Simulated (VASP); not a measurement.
# In (C2/c) in VASP: single point with r2SCAN

Aim: the single point of In with r2SCAN.

Program: VASP 6.6.1. These are calculated values, not measurements. Logs are shortened: lines on timing, memory, paths and dates and some standing lists are left out, and cuts for length are marked.

**1. The cell of the first run**

Symmetry: C2/c, No. 15, monoclinic system. Conventional cell: a = 2.980 Å, b = 8.627 Å, c = 3.695 Å, α = 90.00°, β = 93.26°, γ = 90.00°. In (site symmetry 2) has 10 In at 2.95 to 3.69 Å within 3.9 Å.

**2. Single point, r2SCAN (23.71 Å³/atom)**

Input file POSCAR:

```
In
1.0
   -3.2262309017      2.8738934167      1.4690834179
    2.8738934167     -3.2262309017      1.4690834179
    2.8991445313      2.8991445313     -2.1143901669
In
2
Direct
    0.9913994910      0.0086005090      0.0000000000
    0.7586005090      0.2413994910      0.5000000000
```

Input file INCAR.step1:

```
ALGO = Normal
EDIFF = 1E-4
ENCUT = 520
GGA = PE
ISMEAR = -1
LASPH = True
LCHARG = False
LREAL = False
LWAVE = True
NBANDS = 20
NELM = 60
PREC = Accurate
SIGMA = 0.1
```

Input file INCAR.step2:

```
ALGO = Normal
EDIFF = 1E-6
ENCUT = 520
ISIF = 2
ISMEAR = -1
ISTART = 1
LASPH = True
LCHARG = False
LMIXTAU = True
LREAL = False
LWAVE = False
METAGGA = R2SCAN
NBANDS = 20
NELM = 60
PREC = Accurate
SIGMA = 0.1
```

Input file KPOINTS:

```
k-points
0
Gamma
  15 15 9
```

Potentials or basis: VASP PAW PBE potentials, release 64 (In_d).

Launch:

```bash
$ cat potpaw_PBE.64/In_d/POTCAR > POTCAR
$ cp INCAR.step1 INCAR
$ mpirun -np 1 vasp_std > vasp.out
$ cp INCAR.step2 INCAR
$ mpirun -np 1 vasp_std > vasp.out
```

OUTCAR:

```text
EDIFF = 1E-6
   ENCUT = 520
   ISIF = 2
   ISMEAR = -1
   ISTART = 1
   LASPH = True
   LREAL = False
   METAGGA = R2SCAN
   NELM = 60
   PREC = Accurate

 ion  position               nearest neighbor table
   1  0.991  0.009  0.000-   2 2.95   2 2.95   2 3.06   2 3.06   2 3.16   2 3.16
   2  0.759  0.241  0.500-   1 2.95   1 2.95   1 3.06   1 3.06   1 3.16   1 3.16

  Warning from LATTYP: Got some problem with cell dimensions!
  Tried to take original basis but could not verify dimensions!
  LATTYP: Found a base centered monoclinic cell.
 ALAT       =     2.9801187496
 B/A-ratio  =     2.8948103308
 C/A-ratio  =     1.2397942621
 COS(beta)  =    -0.0568283098

  Lattice vectors:

 A1 = (   3.2262309017,  -2.8738934167,  -1.4690834179)
 A2 = (  -2.8738934167,   3.2262309017,  -1.4690834179)
 A3 = (   2.5468070463,   2.5468070463,   0.8237766689)

Analysis of symmetry for initial positions (statically):
=====================================================================
 Subroutine PRICEL returns:
 Original cell was already a primitive cell.

 Routine SETGRP: Setting up the symmetry group for a
 base centered monoclinic supercell.

 Subroutine GETGRP returns: Found  4 space group operations
 (whereof  2 operations were pure point group operations)
 out of a pool of  4 trial point group operations.

The static configuration has the point symmetry C_2 .
 The point group associated with its full space group is C_2h.

Analysis of symmetry for dynamics (positions and initial velocities):
=====================================================================
 Subroutine PRICEL returns:
 Original cell was already a primitive cell.

 Routine SETGRP: Setting up the symmetry group for a
 base centered monoclinic supercell.

 Subroutine GETGRP returns: Found  4 space group operations
 (whereof  2 operations were pure point group operations)
 out of a pool of  4 trial point group operations.

The dynamic configuration has the point symmetry C_2 .
 The point group associated with its full space group is C_2h.

 Subroutine INISYM returns: Found  4 space group operations
 (whereof  2 operations are pure point group operations),
 and found     1 'primitive' translations

----------------------------------------------------------------------------------------

                                     Primitive cell

  volume of cell :      47.4174

  direct lattice vectors                    reciprocal lattice vectors
    -3.226230902  2.873893417  1.469083418     0.054039739  0.217970824  0.372967084
     2.873893417 -3.226230902  1.469083418     0.217970824  0.054039739  0.372967084
     2.899144531  2.899144531 -2.114390167     0.188993599  0.188993599  0.045327262

  length of vectors
     4.563555115  4.563555115  4.613103489     0.435357347  0.435357347  0.271093566

  position of ions in fractional coordinates (direct lattice)
     0.991399491  0.008600509  1.000000000
     0.758600509  0.241399491  0.500000000

  ion indices of the primitive-cell ions
   primitive index   ion index
                 1           1
                 2           2

----------------------------------------------------------------------------------------

 KPOINTS: k-points

Automatic generation of k-mesh.
 Grid dimensions read from file:
 generate k-points for:   15   15    9

 Generating k-lattice:

  Cartesian coordinates                     Fractional coordinates (reciprocal lattice)
     0.003602649  0.014531388  0.024864472     0.066666667  0.000000000  0.000000000
     0.014531388  0.003602649  0.024864472     0.000000000  0.066666667  0.000000000
     0.020999289  0.020999289  0.005036362    -0.000000000 -0.000000000  0.111111111

  Length of vectors
     0.029023823  0.029023823  0.030121507

  Shift w.r.t. Gamma in fractional coordinates (k-lattice)
     0.000000000  0.000000000  0.000000000

 Subroutine IBZKPT returns following result:
 ===========================================

 Found    544 irreducible k-points:

 Following reciprocal coordinates:
            Coordinates               Weight
  0.000000  0.000000  0.000000      1.000000
  0.066667 -0.000000  0.000000      4.000000
  0.133333  0.000000  0.000000      4.000000
  0.200000  0.000000  0.000000      4.000000
  0.266667  0.000000  0.000000      4.000000
  0.333333 -0.000000  0.000000      4.000000
[... 16 lines left out ...]
  0.133333  0.133333 -0.000000      2.000000
  0.200000  0.133333 -0.000000      4.000000
 [... further k-points ...]
   k-points           NKPTS =    544   k-points in BZ     NKDIM =    544   number of bands    NBANDS=     20
   number of dos      NEDOS =    301   number of ions     NIONS =      2
   total plane-waves  NPLWV =  46656
   dimension x,y,z NGX =    36 NGY =   36 NGZ =   36
   dimension x,y,z NGXF=    72 NGYF=   72 NGZF=   72
   ions per type =               2
   NGX,Y,Z   is equivalent  to a cutoff of  13.11, 13.11, 12.97 a.u.
   NGXF,Y,Z  is equivalent  to a cutoff of  26.23, 26.23, 25.95 a.u.
 SYSTEM =  unknown system
   PREC   = accura    normal or accurate (medium, high low for compatibility)
   ISTART =      1    job   : 0-new  1-cont  2-samecut
   ICHARG =      0    charge: 1-file 2-atom 10-const
   ISPIN  =      1    spin polarized calculation?
   LNONCOLLINEAR =      F non collinear calculations
   LSORBIT =      F    spin-orbit coupling
   LASPH  =      T    aspherical Exc in radial PAW
   ENCUT  =  520.0 eV  38.22 Ry    6.18 a.u.   8.49  8.49  8.58*2*pi/ulx,y,z
   NELM   =     60;   NELMIN=  2; NELMDL=  0     # of ELM steps
   EDIFF  = 0.1E-05   stopping-criterion for ELM
   LREAL  =      F    real-space projection
   EDIFFG = 0.1E-04   stopping-criterion for IOM
   NSW    =      0    number of steps for IOM
   IBRION =     -1    ionic relax: 0-MD 1-quasi-New 2-CG
   NFREE  =      0    steps in history (QN), initial steepest desc. (CG)
   ISIF   =      2    stress and relaxation
   ISYM   =      2    0-nonsym 1-usesym 2-fastsym
   POTIM  = 0.5000    time-step for ionic-motion
   TEBEG  =    0.0;   TEEND  =   0.0 temperature during run
   PSTRESS=    0.0 pullay stress
   NELECT =      26.0000    total number of electrons
   NUPDOWN=      -1.0000    fix difference up-down
   EMIN   =  10.00;   EMAX   =-10.00  energy-range for DOS
   EFERMI =   0.00;   METHOD = LEGACY
   ISMEAR =    -1;   SIGMA  =   0.10  broadening in eV -4-tet -1-fermi 0-gaus
   EFERMI_NEDOS =   21; number of points for ismear=-14 and -15
   IALGO  =     38    algorithm
   IMIX   =      4    mixing-type and parameters
     AMIX     =   0.40;   BMIX     =  1.00
     AMIX_MAG =   1.60;   BMIX_MAG =  1.00
  volume/ion in A,a.u.               =      23.71       159.99
  Fermi-wavevector in a.u.,A,eV,Ry     =   1.339944  2.532127 24.428574  1.795450
  Thomas-Fermi vector in A             =   2.468296
   LORBIT       =      0    0 simple, 1 ext, 2 COOP (PROOUT), +10 PAW based schemes
   METAGGA = R2SCAN    functional components
   LHFCALC =     F    Hartree Fock is set to
   AEXX    =    0.0000 exact exchange contribution
   IVDW    =     0    specifies the selected vdW correction
   LEPSILON=     F    determine dielectric tensor
   LRPA    =     F    only Hartree local field effects (RPA)
 non-spin polarized calculation
  energy-cutoff  :      520.00
  volume of cell :       47.42
 maximum number of plane-waves:      1295
 NGX is ok and might be reduce to    36
   NGX = 17   NGY = 17   NGZ = 17

 number of electron      26.0000002 magnetization

 Free energy of the ion-electron system (eV)
  ---------------------------------------------------
  ext. energy  EPLUGINS =         0.00000000
  ---------------------------------------------------
  free energy    TOTEN  =       -45.05131640 eV

  energy without entropy =      -45.02931227  energy(sigma->0) =      -45.04031434

 E-fermi :   8.6895     XC(G=0): -11.5169

 val. band max:        8.6892382201   @ k =  -0.4000   0.2667   0.4444
 cond. band min:       8.6931720083   @ k =  -0.4667   0.2000   0.4444
 fundamental gap:      0.0039337882
 Fermi energy:         8.6894981384

 k-point     1 :       0.0000    0.0000    0.0000
  band No.  band energies     occupation
      1      -7.1579      2.00000
      2      -7.1256      2.00000
      3      -7.0729      2.00000
      4      -7.0158      2.00000
      5      -6.5102      2.00000
      6      -6.5080      2.00000
[... 12 lines left out ...]
     19      19.0296      0.00000
     20      20.7977      0.00000

 k-point     2 :       0.0667   -0.0000    0.0000
  band No.  band energies     occupation
      1      -7.1620      2.00000
      2      -7.0885      2.00000
      3      -7.0441      2.00000
      4      -6.9850      2.00000
      5      -6.5539      2.00000
      6      -6.5300      2.00000
[... 12 lines left out ...]
     19      18.1573      0.00000
     20      21.8955      0.00000

 k-point     3 :       0.1333    0.0000    0.0000
  band No.  band energies     occupation
      1      -7.1449      2.00000
      2      -7.0110      2.00000
      3      -6.9766      2.00000
      4      -6.8895      2.00000
      5      -6.6459      2.00000
      6      -6.5865      2.00000
[... 12 lines left out ...]
     19      18.1091      0.00000
     20      22.0221      0.00000

 k-point     4 :       0.2000    0.0000    0.0000
  band No.  band energies     occupation
      1      -7.1109      2.00000
      2      -6.9109      2.00000
      3      -6.8981      2.00000
      4      -6.7692      2.00000
      5      -6.7333      2.00000
      6      -6.6489      2.00000
[... 429 lines left out ...]
 k-point    23 :       0.1333    0.1333   -0.0000
  band No.  band energies     occupation
      1      -7.0924      2.00000
      2      -6.8941      2.00000
      3      -6.8474      2.00000
      4      -6.7885      2.00000
      5      -6.7240      2.00000
      6      -6.5807      2.00000
[... 12 lines left out ...]
     19      17.3346      0.00000
     20      17.7728      0.00000

 k-point    24 :       0.2000    0.1333   -0.0000
  band No.  band energies     occupation
      1      -7.0770      2.00000
      2      -6.9866      2.00000
      3      -6.8697      2.00000
      4      -6.7461      2.00000
      5      -6.6747      2.00000
      6      -6.6048      2.00000
[... 12 lines left out ...]
     19      16.1526      0.00000
     20      16.9243      0.00000

 [... further k-points ...]

------------------------ aborting loop because EDIFF is reached ----------------------------------------

  FORCE on cell =-STRESS in cart. coord.  units (eV):
  Direction    XX          YY          ZZ          XY          YZ          ZX
  --------------------------------------------------------------------------------------
  -------------------------------------------------------------------------------------
  Total        2.1392848      2.1392848      2.3833560     -0.1342078     -0.0891355     -0.0891353
  in kB       72.2838279     72.2838279     80.5306964     -4.5347189     -3.0117801     -3.0117747
  external PRESSURE =      75.0327841 kB  Pullay stress =       0.0000000 kB

 VOLUME and BASIS-vectors are now :
 -----------------------------------------------------------------------------
  energy-cutoff  :      520.00
  volume of cell :       47.42
      direct lattice vectors                 reciprocal lattice vectors
    -3.226230902  2.873893417  1.469083418     0.054039739  0.217970824  0.372967084
     2.873893417 -3.226230902  1.469083418     0.217970824  0.054039739  0.372967084
     2.899144531  2.899144531 -2.114390167     0.188993599  0.188993599  0.045327262

 POSITION                                       TOTAL-FORCE (eV/Angst)
 -----------------------------------------------------------------------------------
     -3.17377      2.82143      1.46908        -0.031166      0.031166     -0.000000
     -0.30409      2.85090      0.41189         0.031166     -0.031166      0.000000
 -----------------------------------------------------------------------------------
    total drift:                               -0.000000      0.000000     -0.000000

  FREE ENERGIE OF THE ION-ELECTRON SYSTEM (eV)
  ---------------------------------------------------
  free  energy   TOTEN  =       -45.0513164044 eV

  energy  without entropy=      -45.0293122664  energy(sigma->0) =      -45.04031434
```

Run time: 25 min. Hardware: 1 thread of AMD EPYC 9R45 (Zen 5), shared host; peak memory 0.5 GiB.

Results:

| Item | Value |
| --- | --- |
| Free energy | -45.0513 eV |
| Pressure | 7.5 GPa |
| Largest force | 0.044 eV/Å |
| Band gap on the k mesh | zero (bands 13 and 14 overlap by 7.57 eV) |

Forces in eV/Å, atoms in the order of the input:
```
In  -0.031  0.031  0.000
In   0.031 -0.031  0.000
```

Caveat: the cell stands under pressure; the PAW data sets were made with another functional, which shifts forces and pressure a little; spin-orbit coupling is left out, which moves the levels of the heavy elements.
